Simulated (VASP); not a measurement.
# SiO2 (I-4m2) in VASP: relaxation of cell and atoms with PBE

Aim: the relaxation of cell and atoms of SiO2 with PBE.

All numbers are computed with VASP 6.6.1; they aren't measurements. Logs are shortened: lines on timing, memory, paths and dates and some standing lists are left out, and cuts for length are marked.

### 1 The cell of the first run

Symmetry: I-4m2, No. 119, tetragonal system. Conventional cell: a = 7.194 Å, b = 7.194 Å, c = 12.127 Å, α = 90.00°, β = 90.00°, γ = 90.00°. Si (site symmetry -4m2) has 4 O at 1.62 Å within 2.2 Å. Within 2.1 Å of Si (site symmetry m) lie 4 O at 1.61 to 1.62 Å. O (site symmetry m) has 2 Si at 1.62 Å within 2.2 Å. O (site symmetry 2mm) has 2 Si at 1.62 Å within 2.2 Å. Within 2.1 Å of O (site symmetry 2) lie 2 Si at 1.61 Å.

### 2 Relaxation of cell and atoms, PBE

File INCAR:

```
  ALGO = Normal
  EDIFF = 1E-6
  EDIFFG = -0.005
  ENCUT = 600
  GGA = PE
  IBRION = 2
  ISIF = 3
  ISMEAR = -1
  LASPH = True
  LCHARG = False
  LREAL = Auto
  LWAVE = False
  NELM = 60
  NSW = 80
  PREC = Accurate
  SIGMA = 0.02
```

File KPOINTS:

```
k-points
0
Gamma
  4 4 4
```

File POSCAR:

```
SiO2
1.0
   -3.5968395950      3.5968395950      6.0635862200
    3.5968395950     -3.5968395950      6.0635862200
    3.5968395950      3.5968395950     -6.0635862200
Si O
5 10
Direct
    0.0000000000      0.0000000000      0.0000000000
    0.7877773200      0.9937702400      0.2059929200
    0.0062297600      0.2122226800      0.7940070800
    0.4182156000      0.2122226800      0.2059929200
    0.7877773200      0.5817844000      0.7940070800
    0.2606117700      0.0790927400      0.1815190300
    0.9209072600      0.1024262900      0.1815190300
    0.9209072600      0.7393882300      0.8184809700
    0.8975737100      0.0790927400      0.8184809700
    0.7337134900      0.7337134900      0.0000000000
    0.2662865100      0.2662865100      0.0000000000
    0.5667715000      0.0667715000      0.1335430000
    0.9332285000      0.0667715000      0.5000000000
    0.5667715000      0.4332285000      0.5000000000
    0.9332285000      0.4332285000      0.8664570000
```

Potentials or basis: VASP PAW PBE potentials, release 64 (Si, O).

On the command line:

```sh
$ cat potpaw_PBE.64/Si/POTCAR potpaw_PBE.64/O/POTCAR > POTCAR
$ mpirun -np 1 vasp_std > vasp.out
```

OUTCAR:

```text
EDIFF = 1E-6
   EDIFFG = -0.005
   ENCUT = 600
   GGA = PE
   IBRION = 2
   ISIF = 3
   ISMEAR = -1
   LASPH = True
   LREAL = Auto
   NELM = 60
   NSW = 80
   PREC = Accurate

 ion  position               nearest neighbor table
   1  0.000  0.000  0.000-   6 1.62   8 1.62   7 1.62   9 1.62   2 2.97   3 2.97   4 2.97   5 2.97

   2  0.788  0.994  0.206-  12 1.61  13 1.61  10 1.62   7 1.62   5 2.96   1 2.97   4 3.13   3 3.13

   3  0.006  0.212  0.794-  13 1.61  15 1.61  11 1.62   9 1.62   4 2.96   1 2.97   5 3.13   2 3.13

   4  0.418  0.212  0.206-  12 1.61  14 1.61  11 1.62   6 1.62   3 2.96   1 2.97   2 3.13   5 3.13

   5  0.788  0.582  0.794-  15 1.61  14 1.61  10 1.62   8 1.62   2 2.96   1 2.97   3 3.13   4 3.13

   6  0.261  0.079  0.182-   1 1.62   4 1.62
   7  0.921  0.102  0.182-   1 1.62   2 1.62
   8  0.921  0.739  0.818-   1 1.62   5 1.62
   9  0.898  0.079  0.818-   1 1.62   3 1.62
  10  0.734  0.734  0.000-   2 1.62   5 1.62
  11  0.266  0.266  0.000-   3 1.62   4 1.62
  12  0.567  0.067  0.134-   4 1.61   2 1.61
  13  0.933  0.067  0.500-   2 1.61   3 1.61
  14  0.567  0.433  0.500-   4 1.61   5 1.61
  15  0.933  0.433  0.866-   5 1.61   3 1.61

  LATTYP: Found a body centered tetragonal cell.
 ALAT       =     7.1936791900
 C/A-ratio  =     1.6858094613

  Lattice vectors:

 A1 = (  -3.5968395950,   3.5968395950,   6.0635862200)
 A2 = (   3.5968395950,  -3.5968395950,   6.0635862200)
 A3 = (   3.5968395950,   3.5968395950,  -6.0635862200)

Analysis of symmetry for initial positions (statically):
=====================================================================
 Subroutine PRICEL returns:
 Original cell was already a primitive cell.

 Routine SETGRP: Setting up the symmetry group for a
 body centered tetragonal supercell.

 Subroutine GETGRP returns: Found  8 space group operations
 (whereof  8 operations were pure point group operations)
 out of a pool of 16 trial point group operations.

The static configuration has the point symmetry D_2d.

Analysis of symmetry for dynamics (positions and initial velocities):
=====================================================================
 Subroutine PRICEL returns:
 Original cell was already a primitive cell.

 Routine SETGRP: Setting up the symmetry group for a
 body centered tetragonal supercell.

 Subroutine GETGRP returns: Found  8 space group operations
 (whereof  8 operations were pure point group operations)
 out of a pool of 16 trial point group operations.

The dynamic configuration has the point symmetry D_2d.

 Subroutine INISYM returns: Found  8 space group operations
 (whereof  8 operations are pure point group operations),
 and found     1 'primitive' translations

----------------------------------------------------------------------------------------

                                     Primitive cell

  volume of cell :     313.7846

  direct lattice vectors                    reciprocal lattice vectors
    -3.596839595  3.596839595  6.063586220     0.000000000  0.139010925  0.082459453
     3.596839595 -3.596839595  6.063586220     0.139010925  0.000000000  0.082459453
     3.596839595  3.596839595 -6.063586220     0.139010925  0.139010925  0.000000000

  length of vectors
     7.914643895  7.914643895  7.914643895     0.161627964  0.161627964  0.196591136

  position of ions in fractional coordinates (direct lattice)
     0.000000000  0.000000000  0.000000000
     0.787777320  0.993770240  0.205992920
     0.006229760  0.212222680  0.794007080
     0.418215600  0.212222680  0.205992920
     0.787777320  0.581784400  0.794007080
     0.260611770  0.079092740  0.181519030
     0.920907260  0.102426290  0.181519030
     0.920907260  0.739388230  0.818480970
     0.897573710  0.079092740  0.818480970
     0.733713490  0.733713490  0.000000000
     0.266286510  0.266286510  0.000000000
     0.566771500  0.066771500  0.133543000
     0.933228500  0.066771500  0.500000000
     0.566771500  0.433228500  0.500000000
     0.933228500  0.433228500  0.866457000

  ion indices of the primitive-cell ions
   primitive index   ion index
                 1           1
                 2           2
                 3           3
                 4           4
                 5           5
                 6           6
                 7           7
                 8           8
                 9           9
                10          10
                11          11
                12          12
                13          13
                14          14
                15          15

----------------------------------------------------------------------------------------

 KPOINTS: k-points

Automatic generation of k-mesh.
 Grid dimensions read from file:
 generate k-points for:    4    4    4

 Generating k-lattice:

  Cartesian coordinates                     Fractional coordinates (reciprocal lattice)
     0.000000000  0.034752731  0.020614863     0.250000000  0.000000000 -0.000000000
     0.034752731  0.000000000  0.020614863     0.000000000  0.250000000 -0.000000000
     0.034752731  0.034752731  0.000000000     0.000000000  0.000000000  0.250000000

  Length of vectors
     0.040406991  0.040406991  0.049147784

  Shift w.r.t. Gamma in fractional coordinates (k-lattice)
     0.000000000  0.000000000  0.000000000

 Subroutine IBZKPT returns following result:
 ===========================================

 Found     13 irreducible k-points:

 Following reciprocal coordinates:
            Coordinates               Weight
  0.000000  0.000000  0.000000      1.000000
  0.250000 -0.000000  0.000000      8.000000
  0.500000 -0.000000  0.000000      4.000000
  0.250000  0.250000  0.000000      8.000000
  0.500000  0.250000  0.000000     16.000000
 -0.250000  0.250000  0.000000      4.000000
  0.500000  0.500000  0.000000      2.000000
  0.250000  0.250000  0.250000      2.000000
 -0.250000  0.250000  0.250000      4.000000
  0.500000  0.500000  0.250000      4.000000
 -0.250000  0.500000  0.250000      8.000000
 -0.250000 -0.250000  0.250000      2.000000
  0.500000  0.500000  0.500000      1.000000
   k-points           NKPTS =     13   k-points in BZ     NKDIM =     13   number of bands    NBANDS=     48
   number of dos      NEDOS =    301   number of ions     NIONS =     15
   total plane-waves  NPLWV = 262144
   dimension x,y,z NGX =    64 NGY =   64 NGZ =   64
   dimension x,y,z NGXF=   128 NGYF=  128 NGZF=  128
   ions per type =               5  10
   NGX,Y,Z   is equivalent  to a cutoff of  13.44, 13.44, 13.44 a.u.
   NGXF,Y,Z  is equivalent  to a cutoff of  26.89, 26.89, 26.89 a.u.
 SYSTEM =  unknown system
   PREC   = accura    normal or accurate (medium, high low for compatibility)
   ISTART =      0    job   : 0-new  1-cont  2-samecut
   ICHARG =      2    charge: 1-file 2-atom 10-const
   ISPIN  =      1    spin polarized calculation?
   LNONCOLLINEAR =      F non collinear calculations
   LSORBIT =      F    spin-orbit coupling
   LASPH  =      T    aspherical Exc in radial PAW
   ENCUT  =  600.0 eV  44.10 Ry    6.64 a.u.  15.81 15.81 15.81*2*pi/ulx,y,z
   NELM   =     60;   NELMIN=  2; NELMDL= -5     # of ELM steps
   EDIFF  = 0.1E-05   stopping-criterion for ELM
   LREAL  =      T    real-space projection
   EDIFFG = -.5E-02   stopping-criterion for IOM
   NSW    =     80    number of steps for IOM
   IBRION =      2    ionic relax: 0-MD 1-quasi-New 2-CG
   NFREE  =      1    steps in history (QN), initial steepest desc. (CG)
   ISIF   =      3    stress and relaxation
   ISYM   =      2    0-nonsym 1-usesym 2-fastsym
   POTIM  = 0.5000    time-step for ionic-motion
   TEBEG  =    0.0;   TEEND  =   0.0 temperature during run
   PSTRESS=    0.0 pullay stress
   NELECT =      80.0000    total number of electrons
   NUPDOWN=      -1.0000    fix difference up-down
   EMIN   =  10.00;   EMAX   =-10.00  energy-range for DOS
   EFERMI =   0.00;   METHOD = LEGACY
   ISMEAR =    -1;   SIGMA  =   0.02  broadening in eV -4-tet -1-fermi 0-gaus
   EFERMI_NEDOS =   21; number of points for ismear=-14 and -15
   IALGO  =     38    algorithm
   IMIX   =      4    mixing-type and parameters
     AMIX     =   0.40;   BMIX     =  1.00
     AMIX_MAG =   1.60;   BMIX_MAG =  1.00
  volume/ion in A,a.u.               =      20.92       141.17
  Fermi-wavevector in a.u.,A,eV,Ry     =   1.038072  1.961672 14.661557  1.077594
  Thomas-Fermi vector in A             =   2.172540
   LORBIT       =      0    0 simple, 1 ext, 2 COOP (PROOUT), +10 PAW based schemes
   GGA     = PE    functional components
   LHFCALC =     F    Hartree Fock is set to
   AEXX    =    0.0000 exact exchange contribution
   IVDW    =     0    specifies the selected vdW correction
   LEPSILON=     F    determine dielectric tensor
   LRPA    =     F    only Hartree local field effects (RPA)
 conjugate gradient relaxation of ions
 non-spin polarized calculation
  energy-cutoff  :      600.00
  volume of cell :      313.78
 maximum number of plane-waves:     10517
   NGX = 31   NGY = 31   NGZ = 31

--------------------------------------- Ionic step        1  -------------------------------------------

 number of electron      80.0000005 magnetization

 Free energy of the ion-electron system (eV)
  ---------------------------------------------------
  ext. energy  EPLUGINS =         0.00000000
  ---------------------------------------------------
  free energy    TOTEN  =      -118.25775613 eV

  energy without entropy =     -118.25775613  energy(sigma->0) =     -118.25775613

------------------------ aborting loop because EDIFF is reached ----------------------------------------

  FORCE on cell =-STRESS in cart. coord.  units (eV):
  Direction    XX          YY          ZZ          XY          YZ          ZX
  --------------------------------------------------------------------------------------
  -------------------------------------------------------------------------------------
  Total        5.6759297      5.6759297      5.6856254      0.0000000      0.0000000      0.0000000
  in kB       28.9811691     28.9811691     29.0306751      0.0000000      0.0000000      0.0000000
  external PRESSURE =      28.9976711 kB  Pullay stress =       0.0000000 kB
[... 128 lines left out ...]
  FREE ENERGIE OF THE ION-ELECTRON SYSTEM (eV)
  ---------------------------------------------------
  free  energy   TOTEN  =      -118.3334179680 eV

  energy  without entropy=     -118.3334179680  energy(sigma->0) =     -118.33341797

[... ionic steps 4 to 9 ...]

--------------------------------------- Ionic step       10  -------------------------------------------

 number of electron      80.0000009 magnetization

------------------------ aborting loop because EDIFF is reached ----------------------------------------
[... 93 lines left out ...]
--------------------------------------- Ionic step       12  -------------------------------------------

 number of electron      80.0000009 magnetization

 Free energy of the ion-electron system (eV)
  ---------------------------------------------------
  ext. energy  EPLUGINS =         0.00000000
  ---------------------------------------------------
  free energy    TOTEN  =      -118.33371694 eV

  energy without entropy =     -118.33371694  energy(sigma->0) =     -118.33371694

 E-fermi :  -2.1908     XC(G=0):  -6.3867

 val. band max:       -2.6043566382   @ k =   0.0000   0.0000   0.0000
 cond. band min:       3.0434414616   @ k =   0.0000   0.0000   0.0000
 fundamental gap:      5.6477980998
 Fermi energy:        -2.1907940444

 k-point     1 :       0.0000    0.0000    0.0000
  band No.  band energies     occupation
      1     -21.8880      2.00000
      2     -20.8662      2.00000
      3     -20.7087      2.00000
      4     -20.7025      2.00000
      5     -20.7025      2.00000
      6     -19.9022      2.00000
[... 694 lines left out ...]
  FREE ENERGIE OF THE ION-ELECTRON SYSTEM (eV)
  ---------------------------------------------------
  free  energy   TOTEN  =      -118.3337169356 eV

  energy  without entropy=     -118.3337169356  energy(sigma->0) =     -118.33371694

 reached required accuracy - stopping structural energy minimisation
```

It took 61 min on 1 thread of Oxide Virtual Turin-like, shared host; peak memory 0.65 GiB.

What came out:

* Free energy: -118.3337 eV
* Relaxed volume: 21.36 Å³/atom
* Relaxed cell: a = 7.970 Å, b = 7.970 Å, c = 7.970 Å, α = 125.94°, β = 125.94°, γ = 79.98°
* Space group after relaxing (to 0.05 Å): I-4m2 (No. 119)
* Energy gained by relaxing: 5.1 meV/atom
* Ionic steps: 12
* Pressure after relaxing: 0.0 GPa
* Largest force after relaxing: 0.005 eV/Å
* Band gap on the k mesh: 5.65 eV, direct

Forces in eV/Å, atoms in the order of the input:
```
Si   0.000  0.000  0.000
Si  -0.004  0.000  0.000
Si   0.000  0.004  0.000
Si   0.000 -0.004  0.000
Si   0.004  0.000  0.000
O    0.000  0.002  0.000
O    0.002  0.000  0.000
O   -0.002  0.000  0.000
O    0.000 -0.002  0.000
O    0.000  0.000 -0.005
O    0.000  0.000  0.005
O    0.000  0.000  0.000
O    0.000  0.000  0.000
O    0.000  0.000  0.000
O    0.000  0.000  0.000
```

The path:
```tsv
step	energy change (eV)	largest force (eV/Å)	pressure (GPa)	volume (Å³)
1	0.0000	0.4756	2.90	313.78
2	0.0905	0.6529	-3.92	331.29
3	-0.0757	0.0442	-0.04	320.68
4	-0.0757	0.0440	0.01	320.54
5	-0.0757	0.0696	0.02	320.49
6	-0.0758	0.0250	0.01	320.51
7	-0.0759	0.0332	-0.03	320.56
8	-0.0759	0.0220	-0.02	320.55
9	-0.0759	0.0248	-0.02	320.47
10	-0.0759	0.0148	-0.02	320.49
11	-0.0760	0.0057	0.01	320.36
12	-0.0760	0.0047	0.01	320.37
```

Final structure:
```xyz
15
Lattice="-3.6218 3.6218 6.1059 3.6218 -3.6218 6.1059 3.6218 3.6218 -6.1059" Properties=species:S:1:pos:R:3 pbc="T T T"
Si    0.0000    0.0000    0.0000
Si    1.4908    0.0000    9.6205
Si    3.6218    2.1310   -3.5146
Si    0.0000    1.4908    2.5913
Si    2.1310    3.6218    3.5146
O     0.0000    1.3228    0.9613
O    -2.2989    3.6218    5.1446
O     2.2989    3.6218    5.1446
O     0.0000    5.9207    0.9613
O     0.0000    0.0000    8.9498
O     0.0000    0.0000    3.2621
O    -1.3331    2.2887    3.0530
O    -1.3331    4.9548    3.0530
O     1.3331    2.2887    3.0530
O     1.3331    4.9548    3.0530
```

A k mesh can miss the band edges. A hybrid or GW would open this gap; PBE tends to underestimate it.
